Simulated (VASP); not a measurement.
# YbB2 (P6/mmm) in VASP: notebook

The runs below take YbB2 through relaxation of shape and atoms at fixed volume, with LDA.

Program: VASP 6.6.1. These are calculated values, not measurements. Logs are shortened: lines on timing, memory, paths and dates and some standing lists are left out, and cuts for length are marked.

**1. The cell of the first run**

Symmetry: P6/mmm, No. 191, hexagonal system. Conventional cell: a = 3.072 Å, b = 3.072 Å, c = 3.632 Å, α = 90.00°, β = 90.00°, γ = 120.00°. Within 3.3 Å of Yb (site symmetry 6/mmm) lie 12 B at 2.54 Å and 6 Yb at 3.07 Å. B (site symmetry -6m2) has 3 B at 1.77 Å within 2.4 Å.

**2. Relaxation of shape and atoms at fixed volume, LDA (9.89 Å³/atom)**

INCAR reads:

```
SYSTEM = YbB2
ALGO     = Normal         ! electronic algorithm
EDIFF    = 1E-6           ! SCF threshold, eV
EDIFFG   = -0.01          ! ionic threshold
ENCUT    = 600            ! plane-wave cutoff, eV
GGA      = CA             ! functional
IBRION   = 2              ! ionic algorithm
ISIF     = 4              ! what is computed and relaxed
ISMEAR   = 0              ! smearing method
LASPH    = .True.         ! aspherical terms in the spheres
LCHARG   = .False.        ! write CHGCAR
LREAL    = .False.        ! projectors in reciprocal space
LWAVE    = .False.        ! write WAVECAR
NELM     = 100            ! most SCF steps
NSW      = 50             ! ionic steps
PREC     = Accurate       ! precision mode
SIGMA    = 0.1            ! smearing width, eV
```

KPOINTS reads:

```
k-points
0
Gamma
  15 15 12
  0 0 0
```

POSCAR reads:

```
YbB2
1.0
    3.0718174043      0.0000000000      0.0000000000
   -1.5359087022      2.6602719079      0.0000000000
    0.0000000000      0.0000000000      3.6319314756
Yb B
1 2
Direct
    0.0000000000      0.0000000000      0.0000000000
    0.3333333333      0.6666666667      0.5000000000
    0.6666666667      0.3333333333      0.5000000000
```

Potentials or basis: VASP PAW PBE potentials, release 64 (Yb, B).

Launch:

```
$ cat potpaw_PBE.64/Yb/POTCAR potpaw_PBE.64/B/POTCAR > POTCAR
$ mpirun -np 1 vasp_std > vasp.out
```

OUTCAR:

```text
SYSTEM = YbB2
   EDIFF = 1E-6
   EDIFFG = -0.01
   ENCUT = 600
   GGA = CA
   IBRION = 2
   ISIF = 4
   ISMEAR = 0
   LASPH = .True.
   LREAL = .False.
   NELM = 100
   NSW = 50
   PREC = Accurate

 ion  position               nearest neighbor table
   1  0.000  0.000  0.000-   2 2.54   3 2.54   2 2.54   3 2.54   3 2.54   3 2.54   2 2.54   2 2.54
                             3 2.54   3 2.54   2 2.54   2 2.54
   2  0.333  0.667  0.500-   3 1.77   3 1.77   3 1.77   1 2.54   1 2.54   1 2.54   1 2.54   1 2.54
                             1 2.54
   3  0.667  0.333  0.500-   2 1.77   2 1.77   2 1.77   1 2.54   1 2.54   1 2.54   1 2.54   1 2.54
                             1 2.54

  LATTYP: Found a hexagonal cell.
 ALAT       =     3.0718174043
 C/A-ratio  =     1.1823396373

  Lattice vectors:

 A1 = (   3.0718174043,   0.0000000000,   0.0000000000)
 A2 = (  -1.5359087022,   2.6602719079,   0.0000000000)
 A3 = (   0.0000000000,   0.0000000000,   3.6319314756)

Analysis of symmetry for initial positions (statically):
=====================================================================
 Subroutine PRICEL returns:
 Original cell was already a primitive cell.

 Routine SETGRP: Setting up the symmetry group for a
 hexagonal supercell.

 Subroutine GETGRP returns: Found 24 space group operations
 (whereof 24 operations were pure point group operations)
 out of a pool of 24 trial point group operations.

The static configuration has the point symmetry D_6h.

Analysis of symmetry for dynamics (positions and initial velocities):
=====================================================================
 Subroutine PRICEL returns:
 Original cell was already a primitive cell.

 Routine SETGRP: Setting up the symmetry group for a
 hexagonal supercell.

 Subroutine GETGRP returns: Found 24 space group operations
 (whereof 24 operations were pure point group operations)
 out of a pool of 24 trial point group operations.

The dynamic configuration has the point symmetry D_6h.

 Subroutine INISYM returns: Found 24 space group operations
 (whereof 24 operations are pure point group operations),
 and found     1 'primitive' translations

----------------------------------------------------------------------------------------

                                     Primitive cell

  volume of cell :      29.6797

  direct lattice vectors                    reciprocal lattice vectors
     3.071817404  0.000000000  0.000000000     0.325540183  0.187950712  0.000000000
    -1.535908702  2.660271908  0.000000000     0.000000000  0.375901425  0.000000000
     0.000000000  0.000000000  3.631931476     0.000000000  0.000000000  0.275335591

  length of vectors
     3.071817404  3.071817404  3.631931476     0.375901425  0.375901425  0.275335591

  position of ions in fractional coordinates (direct lattice)
     0.000000000  0.000000000  0.000000000
     0.333333333  0.666666667  0.500000000
     0.666666667  0.333333333  0.500000000

  ion indices of the primitive-cell ions
   primitive index   ion index
                 1           1
                 2           2
                 3           3

----------------------------------------------------------------------------------------

 KPOINTS: k-points

Automatic generation of k-mesh.
 Grid dimensions read from file:
 generate k-points for:   15   15   12

 Generating k-lattice:

  Cartesian coordinates                     Fractional coordinates (reciprocal lattice)
     0.021702679  0.012530047  0.000000000     0.066666667 -0.000000000  0.000000000
     0.000000000  0.025060095  0.000000000     0.000000000  0.066666667  0.000000000
     0.000000000  0.000000000  0.022944633     0.000000000  0.000000000  0.083333333

  Length of vectors
     0.025060095  0.025060095  0.022944633

  Shift w.r.t. Gamma in fractional coordinates (k-lattice)
     0.000000000  0.000000000  0.000000000

 Subroutine IBZKPT returns following result:
 ===========================================

 Found    189 irreducible k-points:

 Following reciprocal coordinates:
            Coordinates               Weight
  0.000000  0.000000  0.000000      1.000000
  0.066667  0.000000  0.000000      6.000000
  0.133333  0.000000  0.000000      6.000000
  0.200000  0.000000  0.000000      6.000000
  0.266667  0.000000  0.000000      6.000000
  0.333333  0.000000  0.000000      6.000000
[... 16 lines left out ...]
  0.333333  0.200000  0.000000     12.000000
  0.400000  0.200000  0.000000      6.000000
 [... further k-points ...]
   k-points           NKPTS =    189   k-points in BZ     NKDIM =    189   number of bands    NBANDS=     19
   number of dos      NEDOS =    301   number of ions     NIONS =      3
   total plane-waves  NPLWV =  23520
   dimension x,y,z NGX =    28 NGY =   28 NGZ =   30
   dimension x,y,z NGXF=    56 NGYF=   56 NGZF=   60
   ions per type =               1   2
   NGX,Y,Z   is equivalent  to a cutoff of  15.15, 15.15, 13.73 a.u.
   NGXF,Y,Z  is equivalent  to a cutoff of  30.31, 30.31, 27.46 a.u.
 SYSTEM =  YbB2
   PREC   = accura    normal or accurate (medium, high low for compatibility)
   ISTART =      0    job   : 0-new  1-cont  2-samecut
   ICHARG =      2    charge: 1-file 2-atom 10-const
   ISPIN  =      1    spin polarized calculation?
   LNONCOLLINEAR =      F non collinear calculations
   LSORBIT =      F    spin-orbit coupling
   LASPH  =      T    aspherical Exc in radial PAW
   ENCUT  =  600.0 eV  44.10 Ry    6.64 a.u.   6.14  6.14  7.25*2*pi/ulx,y,z
   NELM   =    100;   NELMIN=  2; NELMDL= -5     # of ELM steps
   EDIFF  = 0.1E-05   stopping-criterion for ELM
   LREAL  =      F    real-space projection
   EDIFFG = -.1E-01   stopping-criterion for IOM
   NSW    =     50    number of steps for IOM
   IBRION =      2    ionic relax: 0-MD 1-quasi-New 2-CG
   NFREE  =      1    steps in history (QN), initial steepest desc. (CG)
   ISIF   =      4    stress and relaxation
   ISYM   =      2    0-nonsym 1-usesym 2-fastsym
   POTIM  = 0.5000    time-step for ionic-motion
   TEBEG  =    0.0;   TEEND  =   0.0 temperature during run
   PSTRESS=    0.0 pullay stress
   NELECT =      30.0000    total number of electrons
   NUPDOWN=      -1.0000    fix difference up-down
   EMIN   =  10.00;   EMAX   =-10.00  energy-range for DOS
   EFERMI =   0.00;   METHOD = LEGACY
   ISMEAR =     0;   SIGMA  =   0.10  broadening in eV -4-tet -1-fermi 0-gaus
   EFERMI_NEDOS =   21; number of points for ismear=-14 and -15
   IALGO  =     38    algorithm
   IMIX   =      4    mixing-type and parameters
     AMIX     =   0.40;   BMIX     =  1.00
     AMIX_MAG =   1.60;   BMIX_MAG =  1.00
  volume/ion in A,a.u.               =       9.89        66.76
  Fermi-wavevector in a.u.,A,eV,Ry     =   1.642967  3.104758 36.726767  2.699341
  Thomas-Fermi vector in A             =   2.733181
   LORBIT       =      0    0 simple, 1 ext, 2 COOP (PROOUT), +10 PAW based schemes
   GGA     = CA    functional components
   LHFCALC =     F    Hartree Fock is set to
   AEXX    =    0.0000 exact exchange contribution
   IVDW    =     0    specifies the selected vdW correction
   LEPSILON=     F    determine dielectric tensor
   LRPA    =     F    only Hartree local field effects (RPA)
 conjugate gradient relaxation of ions
 non-spin polarized calculation
 Gauss-broadening in eV      SIGMA  =   0.10
  energy-cutoff  :      600.00
  volume of cell :       29.68
 maximum number of plane-waves:      1008
 NGX is ok and might be reduce to    28
   NGX = 13   NGY = 13   NGZ = 15

 number of electron      29.9999997 magnetization

 Free energy of the ion-electron system (eV)
  ---------------------------------------------------
  ext. energy  EPLUGINS =         0.00000000
  ---------------------------------------------------
  free energy    TOTEN  =       -20.19258993 eV

  energy without entropy =      -20.17805593  energy(sigma->0) =      -20.18532293

 E-fermi :   4.6335     XC(G=0): -13.3168

 val. band max:        4.6322695017   @ k =   0.2000   0.0000   0.1667
 cond. band min:       4.6338092856   @ k =   0.4000   0.2000   0.5000
 fundamental gap:      0.0015397840
 Fermi energy:         4.6335224610

 k-point     1 :       0.0000    0.0000    0.0000
  band No.  band energies     occupation
      1     -45.8423      2.00000
      2     -18.3291      2.00000
      3     -17.6264      2.00000
      4     -17.6264      2.00000
      5      -6.9965      2.00000
      6       3.0339      2.00000
[... 11 lines left out ...]
     18      11.7293      0.00000
     19      12.2533      0.00000

 k-point     2 :       0.0667    0.0000    0.0000
  band No.  band energies     occupation
      1     -45.8365      2.00000
      2     -18.3151      2.00000
      3     -17.7053      2.00000
      4     -17.6424      2.00000
      5      -6.8886      2.00000
      6       2.9975      2.00000
[... 11 lines left out ...]
     18      11.3686      0.00000
     19      12.6076      0.00000

 k-point     3 :       0.1333    0.0000    0.0000
  band No.  band energies     occupation
      1     -45.8203      2.00000
      2     -18.2752      2.00000
      3     -17.9218      2.00000
      4     -17.6873      2.00000
      5      -6.5789      2.00000
      6       2.8693      2.00000
[... 11 lines left out ...]
     18      11.2301      0.00000
     19      12.2987      0.00000

 k-point     4 :       0.2000    0.0000    0.0000
  band No.  band energies     occupation
      1     -45.7962      2.00000
      2     -18.2248      2.00000
      3     -18.2158      2.00000
      4     -17.7526      2.00000
      5      -6.1014      2.00000
      6       1.9516      2.00000
[... 407 lines left out ...]
     18       8.8132      0.00000
     19      14.2867      0.00000

 k-point    23 :       0.3333    0.2000    0.0000
  band No.  band energies     occupation
      1     -45.7020      2.00000
      2     -18.9970      2.00000
      3     -18.3165      2.00000
      4     -17.9793      2.00000
      5      -3.0190      2.00000
      6      -1.1705      2.00000
[... 11 lines left out ...]
     18       9.9642      0.00000
     19      13.6296      0.00000

 k-point    24 :       0.4000    0.2000    0.0000
  band No.  band energies     occupation
      1     -45.6973      2.00000
      2     -19.0247      2.00000
      3     -18.3531      2.00000
      4     -17.9671      2.00000
      5      -2.2837      2.00000
      6      -1.9282      2.00000
[... 11 lines left out ...]
     18      10.7232      0.00000
     19      12.9953      0.00000

 [... further k-points ...]
[... 5 lines left out ...]
  --------------------------------------------------------------------------------------
  -------------------------------------------------------------------------------------
  Total        3.6180154      3.6180154      3.6258104     -0.0000000      0.0000000      0.0000000
  in kB      195.3088475    195.3088475    195.7296409     -0.0000000      0.0000000      0.0000000
  external PRESSURE =     195.4491120 kB  Pullay stress =       0.0000000 kB

 VOLUME and BASIS-vectors are now :
 -----------------------------------------------------------------------------
  energy-cutoff  :      600.00
  volume of cell :       29.68
      direct lattice vectors                 reciprocal lattice vectors
     3.071817404  0.000000000  0.000000000     0.325540183  0.187950712  0.000000000
    -1.535908702  2.660271908  0.000000000     0.000000000  0.375901425  0.000000000
     0.000000000  0.000000000  3.631931476     0.000000000  0.000000000  0.275335591

 POSITION                                       TOTAL-FORCE (eV/Angst)
 -----------------------------------------------------------------------------------
      0.00000      0.00000      0.00000        -0.000000      0.000000      0.000000
     -0.00000      1.77351      1.81597         0.000000      0.000000      0.000000
      1.53591      0.88676      1.81597         0.000000      0.000000      0.000000
 -----------------------------------------------------------------------------------
    total drift:                               -0.000000      0.000000      0.000000

  FREE ENERGIE OF THE ION-ELECTRON SYSTEM (eV)
  ---------------------------------------------------
  free  energy   TOTEN  =       -20.1925899269 eV

  energy  without entropy=      -20.1780559253  energy(sigma->0) =      -20.18532293

 reached required accuracy - stopping structural energy minimisation
```

It took 16 min on 1 thread of Intel Xeon 8259CL, shared host; peak memory 0.28 GiB.

Results:

```yaml
Free_energy: -20.1926 eV
Pressure_after_relaxing: 19.5 GPa
Band_gap_on_the_k_mesh: zero (bands 15 and 16 overlap by 1.56 eV)
```

Final structure:
```yaml
crystal:
  lattice:
    - [3.07182, 0.00000, 0.00000]
    - [-1.53591, 2.66027, 0.00000]
    - [0.00000, 0.00000, 3.63193]
  atoms:
    - { symbol: Yb, position: [0.00000, 0.00000, 0.00000] }
    - { symbol: B, position: [0.33333, 0.66667, 0.50000] }
    - { symbol: B, position: [0.66667, 0.33333, 0.50000] }
```

Caveat: the PAW data sets were made with another functional, which shifts forces and pressure a little; spin-orbit coupling is left out, which moves the levels of the heavy elements. Spin polarisation is off, so any magnetic state and its effect on volume and gap are missing.

**3. Relaxation of shape and atoms at fixed volume, LDA (10.22 Å³/atom)**

This run uses another cell than the first one, of 10.22 Å³/atom.

INCAR reads:

```
PREC     = Accurate       # precision mode
ENCUT    = 600            # plane-wave cutoff, eV
EDIFF    = 1E-6           # SCF threshold, eV
ISMEAR   = 0              # smearing method
SIGMA    = 0.1            # smearing width, eV
LREAL    = False          # projectors in reciprocal space
LASPH    = True           # aspherical terms in the spheres
NELM     = 80             # most SCF steps
ALGO     = Normal         # electronic algorithm
ISIF     = 4              # what is computed and relaxed
LWAVE    = False          # write WAVECAR
LCHARG   = False          # write CHGCAR
GGA      = CA             # functional
IBRION   = 2              # ionic algorithm
NSW      = 50             # ionic steps
EDIFFG   = -0.01          # ionic threshold
```

KPOINTS reads:

```
regular mesh
0
Gamma
  15 15 12
```

POSCAR reads:

```
YbB2
1.0
    3.1039424599      0.0000000000      0.0000000000
   -1.5519712300      2.6880930222      0.0000000000
    0.0000000000      0.0000000000      3.6744096841
Yb B
1 2
Direct
    0.0000000000      0.0000000000      0.0000000000
    0.3333333333      0.6666666667      0.5000000000
    0.6666666667      0.3333333333      0.5000000000
```

Potentials or basis: VASP PAW PBE potentials, release 64 (Yb, B).

Launch:

```
$ cat potpaw_PBE.64/Yb/POTCAR potpaw_PBE.64/B/POTCAR > POTCAR
$ mpirun -np 1 vasp_std > vasp.out
```

Wall time 16 min (1 thread of Intel Xeon 8259CL, shared host); peak memory 0.29 GiB.

Results (log left out):

| Property | Result |
| --- | --- |
| Free energy | -20.2909 eV |
| Pressure after relaxing | 13.0 GPa |
| Band gap on the k mesh | zero (bands 15 and 16 overlap by 1.52 eV) |

Final structure:
```xyz
3
Lattice="3.1039 0.0000 0.0000 -1.5520 2.6881 0.0000 0.0000 0.0000 3.6744" Properties=species:S:1:pos:R:3 pbc="T T T"
Yb    0.0000    0.0000    0.0000
B     0.0000    1.7921    1.8372
B     1.5520    0.8960    1.8372
```

Levels at points of the mesh, in eV from the Fermi level:
```
           k point  band 13  band 14  band 15  band 16  band 17  band 18
(0.00, 0.00, 0.00)    -0.47    -0.47    -0.40     0.16     6.94     6.94
(0.00, 0.00, 0.50)    -0.38     1.15     1.15     3.68     3.68     4.12
```

Caveat: the PAW data sets were made with another functional, which shifts forces and pressure a little; spin-orbit coupling is left out, which moves the levels of the heavy elements.

(Continued in part 2 of 2.)
